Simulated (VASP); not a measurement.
# Sn (Fd-3m) in VASP: further runs

Sn is run at these levels: PBEsol; tasks: single point.

All numbers are computed with VASP 6.6.1; they aren't measurements. Logs are shortened: lines on timing, memory, paths and dates and some standing lists are left out, and cuts for length are marked.

### Step 1. The cell of the first run

The structure is cubic, space group Fd-3m (No. 227). Conventional cell: a = 6.467 Å, b = 6.467 Å, c = 6.467 Å, α = 90.00°, β = 90.00°, γ = 90.00°. Sn (site symmetry -43m) has 4 Sn at 2.80 Å within 3.7 Å.

This isn't the form of Sn at room conditions, which is tetragonal (white tin).

### Step 2. Single point, PBEsol

The input, INCAR:

```
  ALGO = Normal
  EDIFF = 1E-6
  ENCUT = 520
  GGA = PS
  ISIF = 2
  ISMEAR = -1
  LASPH = True
  LCHARG = True
  LELF = True
  LREAL = False
  LVHAR = True
  LWAVE = False
  NBANDS = 21
  NELM = 100
  PREC = Accurate
  SIGMA = 0.05
```

The input, KPOINTS:

```
k-points
0
Gamma
  8 8 8
```

The input, POSCAR:

```
Sn
1.0
    0.0000000000      3.2333428000      3.2333428000
    3.2333428000      0.0000000000      3.2333428000
    3.2333428000      3.2333428000      0.0000000000
Sn
2
Direct
    0.0000000000      0.0000000000      0.0000000000
    0.2500000000      0.2500000000      0.2500000000
```

Potentials or basis: VASP PAW PBE potentials, release 64 (Sn_d).

Launch:

```
> cat potpaw_PBE.64/Sn_d/POTCAR > POTCAR
> mpirun -np 1 vasp_std > vasp.out
```

OUTCAR:

```text
EDIFF = 1E-6
   ENCUT = 520
   GGA = PS
   ISIF = 2
   ISMEAR = -1
   LASPH = True
   LREAL = False
   NELM = 100
   PREC = Accurate

 ion  position               nearest neighbor table
   1  0.000  0.000  0.000-   2 2.80   2 2.80   2 2.80   2 2.80
   2  0.250  0.250  0.250-   1 2.80   1 2.80   1 2.80   1 2.80

  LATTYP: Found a face centered cubic cell.
 ALAT       =     6.4666856000

  Lattice vectors:

 A1 = (   0.0000000000,   3.2333428000,   3.2333428000)
 A2 = (   3.2333428000,   0.0000000000,   3.2333428000)
 A3 = (   3.2333428000,   3.2333428000,   0.0000000000)

Analysis of symmetry for initial positions (statically):
=====================================================================
 Subroutine PRICEL returns:
 Original cell was already a primitive cell.

 Routine SETGRP: Setting up the symmetry group for a
 face centered cubic supercell.

 Subroutine GETGRP returns: Found 48 space group operations
 (whereof 24 operations were pure point group operations)
 out of a pool of 48 trial point group operations.

The static configuration has the point symmetry T_d .
 The point group associated with its full space group is O_h .

Analysis of symmetry for dynamics (positions and initial velocities):
=====================================================================
 Subroutine PRICEL returns:
 Original cell was already a primitive cell.

 Routine SETGRP: Setting up the symmetry group for a
 face centered cubic supercell.

 Subroutine GETGRP returns: Found 48 space group operations
 (whereof 24 operations were pure point group operations)
 out of a pool of 48 trial point group operations.

The dynamic configuration has the point symmetry T_d .
 The point group associated with its full space group is O_h .

 Subroutine INISYM returns: Found 48 space group operations
 (whereof 24 operations are pure point group operations),
 and found     1 'primitive' translations

----------------------------------------------------------------------------------------

                                     Primitive cell

  volume of cell :      67.6060

  direct lattice vectors                    reciprocal lattice vectors
     0.000000000  3.233342800  3.233342800    -0.154638723  0.154638723  0.154638723
     3.233342800  0.000000000  3.233342800     0.154638723 -0.154638723  0.154638723
     3.233342800  3.233342800  0.000000000     0.154638723  0.154638723 -0.154638723

  length of vectors
     4.572637240  4.572637240  4.572637240     0.267842124  0.267842124  0.267842124

  position of ions in fractional coordinates (direct lattice)
     0.000000000  0.000000000  0.000000000
     0.250000000  0.250000000  0.250000000

  ion indices of the primitive-cell ions
   primitive index   ion index
                 1           1
                 2           2

----------------------------------------------------------------------------------------

 KPOINTS: k-points

Automatic generation of k-mesh.
 Grid dimensions read from file:
 generate k-points for:    8    8    8

 Generating k-lattice:

  Cartesian coordinates                     Fractional coordinates (reciprocal lattice)
    -0.019329840  0.019329840  0.019329840     0.125000000  0.000000000  0.000000000
     0.019329840 -0.019329840  0.019329840     0.000000000  0.125000000  0.000000000
     0.019329840  0.019329840 -0.019329840     0.000000000  0.000000000  0.125000000

  Length of vectors
     0.033480266  0.033480266  0.033480266

  Shift w.r.t. Gamma in fractional coordinates (k-lattice)
     0.000000000  0.000000000  0.000000000

 Subroutine IBZKPT returns following result:
 ===========================================

 Found     29 irreducible k-points:

 Following reciprocal coordinates:
            Coordinates               Weight
  0.000000  0.000000  0.000000      1.000000
  0.125000  0.000000  0.000000      8.000000
  0.250000  0.000000  0.000000      8.000000
  0.375000  0.000000  0.000000      8.000000
  0.500000  0.000000  0.000000      4.000000
  0.125000  0.125000  0.000000      6.000000
[... 16 lines left out ...]
  0.500000  0.250000  0.125000     48.000000
 -0.375000  0.250000  0.125000     24.000000
 [... further k-points ...]
   k-points           NKPTS =     29   k-points in BZ     NKDIM =     29   number of bands    NBANDS=     21
   number of dos      NEDOS =    301   number of ions     NIONS =      2
   total plane-waves  NPLWV =  46656
   dimension x,y,z NGX =    36 NGY =   36 NGZ =   36
   dimension x,y,z NGXF=    72 NGYF=   72 NGZF=   72
   ions per type =               2
   NGX,Y,Z   is equivalent  to a cutoff of  13.09, 13.09, 13.09 a.u.
   NGXF,Y,Z  is equivalent  to a cutoff of  26.18, 26.18, 26.18 a.u.
 SYSTEM =  unknown system
   PREC   = accura    normal or accurate (medium, high low for compatibility)
   ISTART =      0    job   : 0-new  1-cont  2-samecut
   ICHARG =      2    charge: 1-file 2-atom 10-const
   ISPIN  =      1    spin polarized calculation?
   LNONCOLLINEAR =      F non collinear calculations
   LSORBIT =      F    spin-orbit coupling
   LASPH  =      T    aspherical Exc in radial PAW
   ENCUT  =  520.0 eV  38.22 Ry    6.18 a.u.   8.50  8.50  8.50*2*pi/ulx,y,z
   NELM   =    100;   NELMIN=  2; NELMDL= -5     # of ELM steps
   EDIFF  = 0.1E-05   stopping-criterion for ELM
   LREAL  =      F    real-space projection
   EDIFFG = 0.1E-04   stopping-criterion for IOM
   NSW    =      0    number of steps for IOM
   IBRION =     -1    ionic relax: 0-MD 1-quasi-New 2-CG
   NFREE  =      0    steps in history (QN), initial steepest desc. (CG)
   ISIF   =      2    stress and relaxation
   ISYM   =      2    0-nonsym 1-usesym 2-fastsym
   POTIM  = 0.5000    time-step for ionic-motion
   TEBEG  =    0.0;   TEEND  =   0.0 temperature during run
   PSTRESS=    0.0 pullay stress
   NELECT =      28.0000    total number of electrons
   NUPDOWN=      -1.0000    fix difference up-down
   EMIN   =  10.00;   EMAX   =-10.00  energy-range for DOS
   EFERMI =   0.00;   METHOD = LEGACY
   ISMEAR =    -1;   SIGMA  =   0.05  broadening in eV -4-tet -1-fermi 0-gaus
   EFERMI_NEDOS =   21; number of points for ismear=-14 and -15
   IALGO  =     38    algorithm
   IMIX   =      4    mixing-type and parameters
     AMIX     =   0.40;   BMIX     =  1.00
     AMIX_MAG =   1.60;   BMIX_MAG =  1.00
  volume/ion in A,a.u.               =      33.80       228.11
  Fermi-wavevector in a.u.,A,eV,Ry     =   1.220298  2.306028 20.260793  1.489126
  Thomas-Fermi vector in A             =   2.355520
   LORBIT       =      0    0 simple, 1 ext, 2 COOP (PROOUT), +10 PAW based schemes
   GGA     = PS    functional components
   LHFCALC =     F    Hartree Fock is set to
   AEXX    =    0.0000 exact exchange contribution
   IVDW    =     0    specifies the selected vdW correction
   LEPSILON=     F    determine dielectric tensor
   LRPA    =     F    only Hartree local field effects (RPA)
 non-spin polarized calculation
  energy-cutoff  :      520.00
  volume of cell :       67.61
 maximum number of plane-waves:      1841
 NGX is ok and might be reduce to    36
   NGX = 17   NGY = 17   NGZ = 17

 number of electron      28.0000008 magnetization

 Free energy of the ion-electron system (eV)
  ---------------------------------------------------
  ext. energy  EPLUGINS =         0.00000000
  ---------------------------------------------------
  free energy    TOTEN  =        -8.44691874 eV

  energy without entropy =       -8.44496309  energy(sigma->0) =       -8.44594091

 E-fermi :   5.5536     XC(G=0):  -9.1111

 val. band max:        5.3992947947   @ k =   0.1250   0.0000   0.0000
 cond. band min:       5.5611735420   @ k =   0.5000   0.0000   0.0000
 fundamental gap:      0.1618787472
 Fermi energy:         5.5536140738

 k-point     1 :       0.0000    0.0000    0.0000
  band No.  band energies     occupation
      1     -16.0171      2.00000
      2     -16.0171      2.00000
      3     -16.0171      2.00000
      4     -15.9552      2.00000
      5     -15.9552      2.00000
      6     -15.6346      2.00000
[... 13 lines left out ...]
     20      13.5993      0.00000
     21      13.5994      0.00000

 k-point     2 :       0.1250    0.0000    0.0000
  band No.  band energies     occupation
      1     -16.0283      2.00000
      2     -16.0283      2.00000
      3     -16.0132      2.00000
      4     -15.9394      2.00000
      5     -15.9394      2.00000
      6     -15.6569      2.00000
[... 13 lines left out ...]
     20      12.6703      0.00000
     21      12.6703      0.00000

 k-point     3 :       0.2500    0.0000    0.0000
  band No.  band energies     occupation
      1     -16.0436      2.00000
      2     -16.0436      2.00000
      3     -16.0037      2.00000
      4     -15.9140      2.00000
      5     -15.9140      2.00000
      6     -15.6795      2.00000
[... 13 lines left out ...]
     20      12.4580      0.00000
     21      12.4580      0.00000

 k-point     4 :       0.3750    0.0000    0.0000
  band No.  band energies     occupation
      1     -16.0521      2.00000
      2     -16.0521      2.00000
      3     -15.9937      2.00000
      4     -15.8973      2.00000
      5     -15.8973      2.00000
      6     -15.6923      2.00000
[... 13 lines left out ...]
     20      13.3000      0.00000
     21      13.3000      0.00000

 k-point     5 :       0.5000    0.0000    0.0000
  band No.  band energies     occupation
      1     -16.0545      2.00000
      2     -16.0545      2.00000
      3     -15.9894      2.00000
      4     -15.8923      2.00000
      5     -15.8923      2.00000
      6     -15.6956      2.00000
[... 13 lines left out ...]
     20      14.3867      0.00000
     21      14.3868      0.00000
[... 382 lines left out ...]
     20      14.9140      0.00000
     21      16.0322      0.00000

 k-point    22 :       0.3750    0.2500    0.1250
  band No.  band energies     occupation
      1     -16.0586      2.00000
      2     -16.0570      2.00000
      3     -15.9898      2.00000
      4     -15.9022      2.00000
      5     -15.8619      2.00000
      6     -15.7537      2.00000
[... 13 lines left out ...]
     20      13.5289      0.00000
     21      13.9264      0.00000

 k-point    23 :       0.5000    0.2500    0.1250
  band No.  band energies     occupation
      1     -16.0777      2.00000
      2     -16.0658      2.00000
      3     -15.9569      2.00000
      4     -15.8795      2.00000
      5     -15.8425      2.00000
      6     -15.7681      2.00000
[... 13 lines left out ...]
     20      13.3677      0.00000
     21      14.5985      0.00000

 k-point    24 :      -0.3750    0.2500    0.1250
  band No.  band energies     occupation
      1     -16.0854      2.00000
      2     -16.0682      2.00000
      3     -15.9417      2.00000
      4     -15.8628      2.00000
      5     -15.8442      2.00000
      6     -15.7619      2.00000
[... 13 lines left out ...]
     20      14.0871      0.00000
     21      14.6684      0.00000

 [... further k-points ...]

------------------------ aborting loop because EDIFF is reached ----------------------------------------

  FORCE on cell =-STRESS in cart. coord.  units (eV):
  Direction    XX          YY          ZZ          XY          YZ          ZX
  --------------------------------------------------------------------------------------
  -------------------------------------------------------------------------------------
  Total        0.6160744      0.6160744      0.6160744      0.0000000      0.0000000      0.0000000
  in kB       14.6001905     14.6001905     14.6001905      0.0000000      0.0000000      0.0000000
  external PRESSURE =      14.6001905 kB  Pullay stress =       0.0000000 kB

 VOLUME and BASIS-vectors are now :
 -----------------------------------------------------------------------------
  energy-cutoff  :      520.00
  volume of cell :       67.61
      direct lattice vectors                 reciprocal lattice vectors
     0.000000000  3.233342800  3.233342800    -0.154638723  0.154638723  0.154638723
     3.233342800  0.000000000  3.233342800     0.154638723 -0.154638723  0.154638723
     3.233342800  3.233342800  0.000000000     0.154638723  0.154638723 -0.154638723

 POSITION                                       TOTAL-FORCE (eV/Angst)
 -----------------------------------------------------------------------------------
      0.00000      0.00000      0.00000        -0.000000     -0.000000     -0.000000
      1.61667      1.61667      1.61667         0.000000      0.000000      0.000000
 -----------------------------------------------------------------------------------
    total drift:                                0.000000      0.000000      0.000000

  FREE ENERGIE OF THE ION-ELECTRON SYSTEM (eV)
  ---------------------------------------------------
  free  energy   TOTEN  =        -8.4469187378 eV

  energy  without entropy=       -8.4449630854  energy(sigma->0) =       -8.44594091
```

Run time: 67 s. Hardware: 1 thread of Intel Xeon 8259CL, shared host; peak memory 0.21 GiB.

Results:

```yaml
Free_energy: -8.4469 eV
Pressure: 1.5 GPa
Band_gap_on_the_k_mesh: zero (bands 14 and 15 overlap by 0.13 eV)
```

Levels at points of the mesh, in eV from the Fermi level:
| k point | band 11 | band 12 | band 13 | band 14 | band 15 | band 16 | band 17 | band 18 |
| --- | --- | --- | --- | --- | --- | --- | --- | --- |
| (0.00, 0.00, 0.00) | -10.65 | -0.57 | 0.14 | 0.14 | 0.14 | 2.20 | 2.20 | 2.20 |
| (0.50, 0.00, 0.00) | -9.00 | -6.31 | -1.09 | -1.09 | 0.01 | 3.27 | 3.27 | 5.56 |
| (0.50, 0.50, 0.00) | -7.52 | -7.52 | -2.46 | -2.46 | 0.80 | 0.80 | 7.83 | 7.83 |

Caveat: the PAW data sets were made with another functional, which shifts forces and pressure a little; spin-orbit coupling is left out, which moves the levels of the heavy elements.

### Step 3. Single point, PBEsol

The input, INCAR:

```
SYSTEM = Sn
PREC = Accurate ; ENCUT = 520
EDIFF = 1E-6 ; ISMEAR = -1
SIGMA = 0.05 ; LREAL = .FALSE.
LASPH = .TRUE. ; NELM = 100
ALGO = Normal ; ISIF = 2
LWAVE = .FALSE. ; LCHARG = .FALSE.
GGA = PS ; NBANDS = 21
```

The input, KPOINTS:

```
Automatic mesh
0
G
  8 8 8
  0 0 0
```

POSCAR is that of step 2.

Potentials or basis: VASP PAW PBE potentials, release 64 (Sn_d).

Launch:

```
> cat potpaw_PBE.64/Sn_d/POTCAR > POTCAR
> mpirun -np 1 vasp_std > vasp.out
```

It took 63 s on 1 thread of Intel Xeon 8259CL, shared host; peak memory 0.21 GiB.

The run converged. Its results:

| Property | Result |
| --- | --- |
| Free energy | -8.4469 eV |
| Pressure | 1.5 GPa |
| Band gap on the k mesh | zero (bands 14 and 15 overlap by 0.13 eV) |

Levels at points of the mesh, in eV from the Fermi level:
| k point | band 10 | band 11 | band 12 | band 13 | band 14 | band 15 | band 16 | band 17 | band 18 | band 19 |
| --- | --- | --- | --- | --- | --- | --- | --- | --- | --- | --- |
| (0.00, 0.00, 0.00) | -21.18 | -10.65 | -0.57 | 0.14 | 0.14 | 0.14 | 2.20 | 2.20 | 2.20 | 4.91 |
| (0.50, 0.00, 0.00) | -21.13 | -9.00 | -6.31 | -1.09 | -1.09 | 0.01 | 3.27 | 3.27 | 5.56 | 8.50 |
| (0.50, 0.50, 0.00) | -21.11 | -7.52 | -7.52 | -2.46 | -2.46 | 0.80 | 0.80 | 7.83 | 7.83 | 9.36 |

Caveat: the PAW data sets were made with another functional, which shifts forces and pressure a little; spin-orbit coupling is left out, which moves the levels of the heavy elements.
